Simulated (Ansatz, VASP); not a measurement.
**Two plane-wave programs on BP**

```
B P
1.0
     0.00000    2.27417    2.27417
     2.27417    0.00000    2.27417
     2.27417    2.27417    0.00000
B P
1 1
Direct
  0.50000 0.50000 0.50000
  0.75000 0.75000 0.75000
```

Alike in both runs: task relaxation of cell and atoms; functional PBE; k mesh 10 × 10 × 10; occupations gaussian, width 0.02 eV; no spin polarisation.

|  | VASP | Ansatz |
| --- | --- | --- |
| version | VASP 6.6.1 | Ansatz 0.2.0 |
| potentials or method | VASP PAW PBE potentials, release 64 (B, P), cutoff 600 eV | scalar-relativistic, plane waves, PAW |
| valence electrons in the cell | 8 | 8 |

|  | VASP | Ansatz | Ansatz less VASP |
| --- | --- | --- | --- |
| gap on the k mesh at the Fermi level, each at its own relaxed structure (eV) | 1.25 | 1.25 | +0.006 |
| relaxed volume (Å³/atom) | 11.75 | 11.76 | +0.016 |
| relaxed cell length with the largest relative difference (Å) | 3.215 | 3.216 | +0.0015 |
